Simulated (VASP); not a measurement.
Here is a VASP 6.6.1 calculation.

File INCAR:

```
SYSTEM = SiC
ALGO = Normal
EDIFF = 1E-6
ENCUT = 520
GGA = CA
ISIF = 2
ISMEAR = 0
LASPH = .TRUE.
LCHARG = .FALSE.
LREAL = .FALSE.
LWAVE = .FALSE.
NBANDS = 11
NELM = 80
PREC = Accurate
SIGMA = 0.01
```

File KPOINTS:

```
k-points
0
G
  10 10 10
  0 0 0
```

File POSCAR:

```
SiC
1.0
    2.1356067320      2.1356067320      0.0000000000
   -2.1356067320      2.1356067320      0.0000000000
    0.0000000000      2.1356067320      2.1356067320
Si C
1 1
Direct
    0.0000000000      0.0000000000      0.0000000000
    0.7500000000      0.2500000000      0.5000000000
```

Potentials or basis: VASP PAW LDA potentials, release 64 (Si, C).

Run with:

```bash
$ cat potpaw_LDA.64/Si/POTCAR potpaw_LDA.64/C/POTCAR > POTCAR
$ mpirun -np 1 vasp_std > vasp.out
```

Problem. Estimate the pressure.

Solution. 10.4 GPa.

Problem. Estimate the band gap on the k mesh.

Solution. 1.25 eV, indirect (least direct gap 4.56 eV).

A k mesh can miss the band edges. A hybrid or GW would open this gap; LDA tends to underestimate it.
